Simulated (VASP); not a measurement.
# Li (Fd-3m) in VASP: notebook, part 2 of 2

VASP 6.6.1. Earlier steps stand in the parts before.

## Step 3: Single point, r2SCAN0

POSCAR

```
Li
1.0
    0.0000000000      2.9689105632      2.9689105632
    2.9689105632      0.0000000000      2.9689105632
    2.9689105632      2.9689105632      0.0000000000
Li
2
Direct
    0.1250000000      0.1250000000      0.1250000000
    0.8750000000      0.8750000000      0.8750000000
```

INCAR.step1

```
PREC     = Accurate       # precision mode
ENCUT    = 520            # plane-wave cutoff, eV
EDIFF    = 1E-5           # SCF threshold, eV
ISMEAR   = -1             # smearing method
SIGMA    = 0.1            # smearing width, eV
LREAL    = F              # projectors in reciprocal space
LASPH    = T              # aspherical terms in the spheres
NELM     = 60             # most SCF steps
ALGO     = Normal         # electronic algorithm
ISIF     = 2              # what is computed and relaxed
LWAVE    = T              # write WAVECAR
LCHARG   = F              # write CHGCAR
GGA      = PE             # functional
NBANDS   = 10             # bands
```

INCAR.step2

```
PREC     = Accurate       # precision mode
ENCUT    = 520            # plane-wave cutoff, eV
EDIFF    = 1E-6           # SCF threshold, eV
ISMEAR   = -1             # smearing method
SIGMA    = 0.1            # smearing width, eV
LREAL    = F              # projectors in reciprocal space
LASPH    = T              # aspherical terms in the spheres
NELM     = 60             # most SCF steps
ALGO     = Normal         # electronic algorithm
ISIF     = 2              # what is computed and relaxed
LWAVE    = F              # write WAVECAR
LCHARG   = F              # write CHGCAR
METAGGA  = R2SCAN         # meta-GGA
LHFCALC  = T              # exact exchange
AEXX     = 0.25           # exact-exchange fraction
LMIXTAU  = T            
PRECFOCK = Normal       
ISTART   = 1            
NBANDS   = 10             # bands
```

KPOINTS

```
Automatic mesh
0
Gamma
  5 5 5
```

Potentials or basis: VASP PAW PBE potentials, release 64 (Li_sv).

The run is started by

```
cat potpaw_PBE.64/Li_sv/POTCAR > POTCAR
cp INCAR.step1 INCAR
mpirun -np 1 vasp_std > vasp.out
cp INCAR.step2 INCAR
mpirun -np 1 vasp_std > vasp.out
```

OUTCAR:

```text
PREC = Accurate
   ENCUT = 520
   EDIFF = 1E-6
   ISMEAR = -1
   LREAL = F
   LASPH = T
   NELM = 60
   ISIF = 2
   METAGGA = R2SCAN
   LHFCALC = T
   AEXX = 0.25
   PRECFOCK = Normal
   ISTART = 1

 ion  position               nearest neighbor table
   1  0.125  0.125  0.125-   2 2.57   2 2.57   2 2.57   2 2.57
   2  0.875  0.875  0.875-   1 2.57   1 2.57   1 2.57   1 2.57

  LATTYP: Found a face centered cubic cell.
 ALAT       =     5.9378211264

  Lattice vectors:

 A1 = (   0.0000000000,   2.9689105632,   2.9689105632)
 A2 = (   2.9689105632,   0.0000000000,   2.9689105632)
 A3 = (   2.9689105632,   2.9689105632,   0.0000000000)

Analysis of symmetry for initial positions (statically):
=====================================================================
 Subroutine PRICEL returns:
 Original cell was already a primitive cell.

 Routine SETGRP: Setting up the symmetry group for a
 face centered cubic supercell.

 Subroutine GETGRP returns: Found 48 space group operations
 (whereof 12 operations were pure point group operations)
 out of a pool of 48 trial point group operations.
[... 162 lines left out ...]
 Fermi energy:         0.3461986650

 k-point     1 :       0.0000    0.0000    0.0000
  band No.  band energies     occupation
      1     -52.8891      2.00000
      2     -52.8202      2.00000
      3      -4.4571      2.00000
      4       7.0210      0.00000
      5       7.0210      0.00000
      6       7.0217      0.00000
      7       8.0543      0.00000
      8       8.0543      0.00000
      9       8.0548      0.00000
     10      12.6428      0.00000
[... 105 lines left out ...]
 k-point    10 :      -0.4000    0.4000    0.2000
  band No.  band energies     occupation
      1     -52.8621      2.00000
      2     -52.8452      2.00000
      3      -0.9057      1.99999
      4       2.0965      0.00000
      5       2.2120      0.00000
      6       3.0052      0.00000
      7       8.4653      0.00000
      8       9.1084      0.00000
      9      11.2378      0.00000
     10      13.2713      0.00000

------------------------ aborting loop because EDIFF is reached ----------------------------------------

  FORCE on cell =-STRESS in cart. coord.  units (eV):
  Direction    XX          YY          ZZ          XY          YZ          ZX
  --------------------------------------------------------------------------------------
  -------------------------------------------------------------------------------------
  Total        0.0303037      0.0303037      0.0303037      0.0000000     -0.0000000      0.0000000
  in kB        0.9276516      0.9276516      0.9276516      0.0000000     -0.0000000      0.0000000
  external PRESSURE =       0.9276516 kB  Pullay stress =       0.0000000 kB

 VOLUME and BASIS-vectors are now :
 -----------------------------------------------------------------------------
  energy-cutoff  :      520.00
  volume of cell :       52.34
      direct lattice vectors                 reciprocal lattice vectors
     0.000000000  2.968910563  2.968910563    -0.168411944  0.168411944  0.168411944
     2.968910563  0.000000000  2.968910563     0.168411944 -0.168411944  0.168411944
     2.968910563  2.968910563  0.000000000     0.168411944  0.168411944 -0.168411944

 POSITION                                       TOTAL-FORCE (eV/Angst)
 -----------------------------------------------------------------------------------
      0.74223      0.74223      0.74223         0.000000     -0.000000     -0.000000
      5.19559      5.19559      5.19559        -0.000000      0.000000      0.000000
 -----------------------------------------------------------------------------------
    total drift:                               -0.000000     -0.000000      0.000000

  FREE ENERGIE OF THE ION-ELECTRON SYSTEM (eV)
  ---------------------------------------------------
  free  energy   TOTEN  =        -3.9430245619 eV

  energy  without entropy=       -3.9135474315  energy(sigma->0) =       -3.92828600
```

OUTCAR.step1:

```text
PREC = Accurate
   ENCUT = 520
   EDIFF = 1E-5
   ISMEAR = -1
   LREAL = F
[... 336 lines left out ...]
      0.74223      0.74223      0.74223        -0.000000     -0.000000     -0.000000
      5.19559      5.19559      5.19559         0.000000      0.000000      0.000000
 -----------------------------------------------------------------------------------
    total drift:                                0.000000      0.000000      0.000000

  FREE ENERGIE OF THE ION-ELECTRON SYSTEM (eV)
  ---------------------------------------------------
  free  energy   TOTEN  =        -2.7899827155 eV

  energy  without entropy=       -2.7508035554  energy(sigma->0) =       -2.77039314
```

OSZICAR.step1:

```text
N       E                     dE             d eps       ncg     rms          rms(c)
DAV:   1     0.170079606441E+02    0.17008E+02   -0.31291E+03   200   0.560E+02
DAV:   2    -0.108903290842E+01   -0.18097E+02   -0.17909E+02   274   0.107E+02
DAV:   3    -0.264684763129E+01   -0.15578E+01   -0.15507E+01   276   0.275E+01
DAV:   4    -0.279484897491E+01   -0.14800E+00   -0.14780E+00   324   0.600E+00
DAV:   5    -0.279573589867E+01   -0.88692E-03   -0.88691E-03   240   0.675E-01    0.304E-01
DAV:   6    -0.279207407103E+01    0.36618E-02   -0.14094E-03   360   0.156E-01    0.168E-01
DAV:   7    -0.278999741288E+01    0.20767E-02   -0.29243E-03   390   0.181E-01    0.628E-02
DAV:   8    -0.278998517518E+01    0.12238E-04   -0.53848E-05   242   0.612E-02    0.575E-03
DAV:   9    -0.278998271547E+01    0.24597E-05   -0.32561E-06   172   0.177E-02
   1 F= -.27899827E+01 E0= -.27703931E+01  d E =-.391792E-01
```

Run time: 4.5 min. Hardware: 1 thread of Intel Xeon Platinum 8488C (Sapphire Rapids), shared host; peak memory 0.18 GiB.

What came out:

- Free energy: -3.9430 eV
- Band gap on the k mesh: zero (bands 3 and 4 overlap by 0.36 eV)

Levels at points of the mesh, in eV from the Fermi level:
```tsv
k point	band 1	band 2	band 3	band 4	band 5	band 6	band 7	band 8
(0.00, 0.00, 0.00)	-53.24	-53.17	-4.80	6.67	6.67	6.68	7.71	7.71
```

Caveat: the k points lie up to 0.37 Å⁻¹ apart; the cutoff is under 1.25 times the usual one of these potentials, so pressure, stress and relaxed cells hold a basis-set (Pulay) error; the PAW data sets were made with another functional, which shifts forces and pressure a little.
